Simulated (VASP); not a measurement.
# BN (F-43m) in VASP: notebook

The runs below take BN through single point, with revPBE, PBE.

Program: VASP 6.6.1. These are calculated values, not measurements. Logs are shortened: lines on timing, memory, paths and dates and some standing lists are left out, and cuts for length are marked.

## 1. The cell of the first run

Symmetry: F-43m, No. 216, cubic system. The conventional cell has a = 3.626 Å, b = 3.626 Å, c = 3.626 Å, α = 90.00°, β = 90.00°, γ = 90.00°. B (site symmetry -43m) has 4 N at 1.57 Å within 2.1 Å. N (site symmetry -43m) has 4 B at 1.57 Å within 2.1 Å.

## 2. Single point, revPBE

INCAR reads:

```
SYSTEM = BN
PREC     = Accurate       ! precision mode
ENCUT    = 600            ! plane-wave cutoff, eV
EDIFF    = 1E-6           ! SCF threshold, eV
ISMEAR   = 0              ! smearing method
SIGMA    = 0.1            ! smearing width, eV
LREAL    = .False.        ! projectors in reciprocal space
LASPH    = .True.         ! aspherical terms in the spheres
NELM     = 120            ! most SCF steps
ALGO     = Normal         ! electronic algorithm
ISIF     = 2              ! what is computed and relaxed
LWAVE    = .False.        ! write WAVECAR
LCHARG   = .False.        ! write CHGCAR
GGA      = RE             ! functional
NBANDS   = 11             ! bands
NELECT   = 7.75         
GGA_COMPAT= .False.
```

KPOINTS reads:

```
regular mesh
0
Gamma
  12 12 12
  0 0 0
```

POSCAR reads:

```
BN
1.0
    0.0000000000      1.8130010000      1.8130010000
    1.8130010000      0.0000000000      1.8130010000
    1.8130010000      1.8130010000      0.0000000000
B N
1 1
Direct
    0.0000000000      0.0000000000      0.0000000000
    0.7500000000      0.7500000000      0.7500000000
```

Potentials or basis: VASP PAW PBE potentials, release 64 (B, N).

Run with:

```
$ cat potpaw_PBE.64/B/POTCAR potpaw_PBE.64/N/POTCAR > POTCAR
$ mpirun -np 1 vasp_std > vasp.out
```

OUTCAR:

```text
SYSTEM = BN
   PREC = Accurate
   ENCUT = 600
   EDIFF = 1E-6
   ISMEAR = 0
   LREAL = .False.
   LASPH = .True.
   NELM = 120
   ISIF = 2
   GGA = RE
   NELECT = 7.75

 ion  position               nearest neighbor table
   1  0.000  0.000  0.000-   2 1.57   2 1.57   2 1.57   2 1.57
   2  0.750  0.750  0.750-   1 1.57   1 1.57   1 1.57   1 1.57

  LATTYP: Found a face centered cubic cell.
 ALAT       =     3.6260020000

  Lattice vectors:

 A1 = (   0.0000000000,   1.8130010000,   1.8130010000)
 A2 = (   1.8130010000,   0.0000000000,   1.8130010000)
 A3 = (   1.8130010000,   1.8130010000,   0.0000000000)

Analysis of symmetry for initial positions (statically):
=====================================================================
 Subroutine PRICEL returns:
 Original cell was already a primitive cell.

 Routine SETGRP: Setting up the symmetry group for a
 face centered cubic supercell.

 Subroutine GETGRP returns: Found 24 space group operations
 (whereof 24 operations were pure point group operations)
 out of a pool of 48 trial point group operations.

The static configuration has the point symmetry T_d .

Analysis of symmetry for dynamics (positions and initial velocities):
=====================================================================
 Subroutine PRICEL returns:
 Original cell was already a primitive cell.

 Routine SETGRP: Setting up the symmetry group for a
 face centered cubic supercell.

 Subroutine GETGRP returns: Found 24 space group operations
 (whereof 24 operations were pure point group operations)
 out of a pool of 48 trial point group operations.

The dynamic configuration has the point symmetry T_d .

 Subroutine INISYM returns: Found 24 space group operations
 (whereof 24 operations are pure point group operations),
 and found     1 'primitive' translations

----------------------------------------------------------------------------------------

                                     Primitive cell

  volume of cell :      11.9186

  direct lattice vectors                    reciprocal lattice vectors
     0.000000000  1.813001000  1.813001000    -0.275785838  0.275785838  0.275785838
     1.813001000  0.000000000  1.813001000     0.275785838 -0.275785838  0.275785838
     1.813001000  1.813001000  0.000000000     0.275785838  0.275785838 -0.275785838

  length of vectors
     2.563970603  2.563970603  2.563970603     0.477675083  0.477675083  0.477675083

  position of ions in fractional coordinates (direct lattice)
     0.000000000  0.000000000  0.000000000
     0.750000000  0.750000000  0.750000000

  ion indices of the primitive-cell ions
   primitive index   ion index
                 1           1
                 2           2

----------------------------------------------------------------------------------------

 KPOINTS: regular mesh

Automatic generation of k-mesh.
 Grid dimensions read from file:
 generate k-points for:   12   12   12

 Generating k-lattice:

  Cartesian coordinates                     Fractional coordinates (reciprocal lattice)
    -0.022982153  0.022982153  0.022982153     0.083333333  0.000000000  0.000000000
     0.022982153 -0.022982153  0.022982153     0.000000000  0.083333333  0.000000000
     0.022982153  0.022982153 -0.022982153     0.000000000  0.000000000  0.083333333

  Length of vectors
     0.039806257  0.039806257  0.039806257

  Shift w.r.t. Gamma in fractional coordinates (k-lattice)
     0.000000000  0.000000000  0.000000000

 Subroutine IBZKPT returns following result:
 ===========================================

 Found     72 irreducible k-points:

 Following reciprocal coordinates:
            Coordinates               Weight
  0.000000  0.000000  0.000000      1.000000
  0.083333  0.000000  0.000000      8.000000
  0.166667  0.000000  0.000000      8.000000
  0.250000  0.000000  0.000000      8.000000
  0.333333  0.000000  0.000000      8.000000
  0.416667  0.000000  0.000000      8.000000
[... 16 lines left out ...]
  0.500000  0.166667  0.000000     24.000000
 -0.416667  0.166667  0.000000     24.000000
 [... further k-points ...]
   k-points           NKPTS =     72   k-points in BZ     NKDIM =     72   number of bands    NBANDS=     11
   number of dos      NEDOS =    301   number of ions     NIONS =      2
   total plane-waves  NPLWV =   8000
   dimension x,y,z NGX =    20 NGY =   20 NGZ =   20
   dimension x,y,z NGXF=    40 NGYF=   40 NGZF=   40
   ions per type =               1   1
   NGX,Y,Z   is equivalent  to a cutoff of  12.97, 12.97, 12.97 a.u.
   NGXF,Y,Z  is equivalent  to a cutoff of  25.94, 25.94, 25.94 a.u.
 SYSTEM =  BN
   PREC   = accura    normal or accurate (medium, high low for compatibility)
   ISTART =      0    job   : 0-new  1-cont  2-samecut
   ICHARG =      2    charge: 1-file 2-atom 10-const
   ISPIN  =      1    spin polarized calculation?
   LNONCOLLINEAR =      F non collinear calculations
   LSORBIT =      F    spin-orbit coupling
   LASPH  =      T    aspherical Exc in radial PAW
   ENCUT  =  600.0 eV  44.10 Ry    6.64 a.u.   5.12  5.12  5.12*2*pi/ulx,y,z
   NELM   =    120;   NELMIN=  2; NELMDL= -5     # of ELM steps
   EDIFF  = 0.1E-05   stopping-criterion for ELM
   LREAL  =      F    real-space projection
   EDIFFG = 0.1E-04   stopping-criterion for IOM
   NSW    =      0    number of steps for IOM
   IBRION =     -1    ionic relax: 0-MD 1-quasi-New 2-CG
   NFREE  =      0    steps in history (QN), initial steepest desc. (CG)
   ISIF   =      2    stress and relaxation
   ISYM   =      2    0-nonsym 1-usesym 2-fastsym
   POTIM  = 0.5000    time-step for ionic-motion
   TEBEG  =    0.0;   TEEND  =   0.0 temperature during run
   PSTRESS=    0.0 pullay stress
   NELECT =       7.7500    total number of electrons
   NUPDOWN=      -1.0000    fix difference up-down
   EMIN   =  10.00;   EMAX   =-10.00  energy-range for DOS
   EFERMI =   0.00;   METHOD = LEGACY
   ISMEAR =     0;   SIGMA  =   0.10  broadening in eV -4-tet -1-fermi 0-gaus
   EFERMI_NEDOS =   21; number of points for ismear=-14 and -15
   IALGO  =     38    algorithm
   IMIX   =      4    mixing-type and parameters
     AMIX     =   0.40;   BMIX     =  1.00
     AMIX_MAG =   1.60;   BMIX_MAG =  1.00
  volume/ion in A,a.u.               =       5.96        40.22
  Fermi-wavevector in a.u.,A,eV,Ry     =   1.418298  2.680194 27.369044  2.011568
  Thomas-Fermi vector in A             =   2.539438
   LORBIT       =      0    0 simple, 1 ext, 2 COOP (PROOUT), +10 PAW based schemes
   GGA     = RE    functional components
   LHFCALC =     F    Hartree Fock is set to
   AEXX    =    0.0000 exact exchange contribution
   IVDW    =     0    specifies the selected vdW correction
   LEPSILON=     F    determine dielectric tensor
   LRPA    =     F    only Hartree local field effects (RPA)
 non-spin polarized calculation
 Gauss-broadening in eV      SIGMA  =   0.10
  energy-cutoff  :      600.00
  volume of cell :       11.92
 maximum number of plane-waves:       415
   NGX = 11   NGY = 11   NGZ = 11

 number of electron       7.7499999 magnetization

 Free energy of the ion-electron system (eV)
  ---------------------------------------------------
  ext. energy  EPLUGINS =         0.00000000
  ---------------------------------------------------
  free energy    TOTEN  =       -18.41557035 eV

  energy without entropy =      -18.41252516  energy(sigma->0) =      -18.41404775

 E-fermi :   6.0823     XC(G=0): -12.5528

 val. band max:        6.0557067987   @ k =   0.2500   0.0000   0.0000
 cond. band min:       6.0881804135   @ k =   0.1667   0.0833   0.0000
 fundamental gap:      0.0324736147
 Fermi energy:         6.0822841734

 k-point     1 :       0.0000    0.0000    0.0000
  band No.  band energies     occupation
      1     -12.8461      2.00000
      2       7.1319      0.00000
      3       7.1319      0.00000
      4       7.1319      0.00000
      5      16.2625      0.00000
      6      16.2625      0.00000
      7      16.2625      0.00000
      8      17.5434      0.00000
      9      32.2914      0.00000
     10      35.0918      0.00000
     11      35.0918      0.00000

 k-point     2 :       0.0833    0.0000    0.0000
  band No.  band energies     occupation
      1     -12.6804      2.00000
      2       6.2573      0.01330
      3       6.9614      0.00000
      4       6.9614      0.00000
      5      16.4405      0.00000
      6      16.5258      0.00000
      7      16.5258      0.00000
      8      18.1033      0.00000
      9      32.1295      0.00000
     10      33.0181      0.00000
     11      33.0181      0.00000

 k-point     3 :       0.1667    0.0000    0.0000
  band No.  band energies     occupation
      1     -12.1901      2.00000
      2       4.2254      2.00000
      3       6.5432      0.00000
      4       6.5432      0.00000
      5      16.7075      0.00000
      6      17.1421      0.00000
      7      17.1421      0.00000
      8      19.4271      0.00000
      9      31.4843      0.00000
     10      31.4843      0.00000
     11      31.6346      0.00000

 k-point     4 :       0.2500    0.0000    0.0000
  band No.  band energies     occupation
      1     -11.4005      2.00000
      2       1.8243      2.00000
      3       6.0557      1.29299
      4       6.0557      1.29298
      5      16.9714      0.00000
      6      17.7401      0.00000
      7      17.7401      0.00000
      8      20.7792      0.00000
      9      31.0762      0.00000
     10      31.0762      0.00000
     11      31.0828      0.00000
[... 239 lines left out ...]
 k-point    22 :       0.4167    0.1667    0.0000
  band No.  band energies     occupation
      1      -9.5114      2.00000
      2      -0.8012      2.00000
      3       4.1090      2.00000
      4       4.2997      2.00000
      5      15.9634      0.00000
      6      19.6792      0.00000
      7      20.2251      0.00000
      8      21.0994      0.00000
      9      27.7993      0.00000
     10      33.6504      0.00000
     11      35.8073      0.00000

 k-point    23 :       0.5000    0.1667    0.0000
  band No.  band energies     occupation
      1      -8.5963      2.00000
      2      -2.2889      2.00000
      3       3.5424      2.00000
      4       4.3671      2.00000
      5      16.3236      0.00000
      6      19.6115      0.00000
      7      19.9982      0.00000
      8      22.3506      0.00000
      9      28.2149      0.00000
     10      33.7893      0.00000
     11      35.0154      0.00000

 k-point    24 :      -0.4167    0.1667    0.0000
  band No.  band energies     occupation
      1      -8.4250      2.00000
      2      -2.5407      2.00000
      3       3.1550      2.00000
      4       4.6694      2.00000
      5      16.7702      0.00000
      6      19.4691      0.00000
      7      19.6143      0.00000
      8      22.9185      0.00000
      9      28.5464      0.00000
     10      32.7807      0.00000
     11      34.0591      0.00000

 [... further k-points ...]

------------------------ aborting loop because EDIFF is reached ----------------------------------------

  FORCE on cell =-STRESS in cart. coord.  units (eV):
  Direction    XX          YY          ZZ          XY          YZ          ZX
  --------------------------------------------------------------------------------------
  -------------------------------------------------------------------------------------
  Total       -2.5938778     -2.5938778     -2.5938778      0.0000000      0.0000000      0.0000000
  in kB     -348.6871732   -348.6871732   -348.6871732      0.0000000      0.0000000      0.0000000
  external PRESSURE =    -348.6871732 kB  Pullay stress =       0.0000000 kB

 VOLUME and BASIS-vectors are now :
 -----------------------------------------------------------------------------
  energy-cutoff  :      600.00
  volume of cell :       11.92
      direct lattice vectors                 reciprocal lattice vectors
     0.000000000  1.813001000  1.813001000    -0.275785838  0.275785838  0.275785838
     1.813001000  0.000000000  1.813001000     0.275785838 -0.275785838  0.275785838
     1.813001000  1.813001000  0.000000000     0.275785838  0.275785838 -0.275785838

 POSITION                                       TOTAL-FORCE (eV/Angst)
 -----------------------------------------------------------------------------------
      0.00000      0.00000      0.00000        -0.000000     -0.000000     -0.000000
      2.71950      2.71950      2.71950         0.000000      0.000000      0.000000
 -----------------------------------------------------------------------------------
    total drift:                               -0.000000     -0.000000     -0.000000

  FREE ENERGIE OF THE ION-ELECTRON SYSTEM (eV)
  ---------------------------------------------------
  free  energy   TOTEN  =       -18.4155703504 eV

  energy  without entropy=      -18.4125251570  energy(sigma->0) =      -18.41404775
```

Run time: 14 s. Hardware: 1 thread of Intel Xeon 8259CL, shared host; peak memory 0.13 GiB.

Results:

```
Free energy : -18.4156 eV
```

Caveat: the cell carries a net charge on a neutralising background, which shifts energy and pressure; the cell is charged against a uniform background, so pressure and absolute levels hang on convention; the PAW data sets were made with another functional, which shifts forces and pressure a little.

(Part 1 of 2 ends here.)
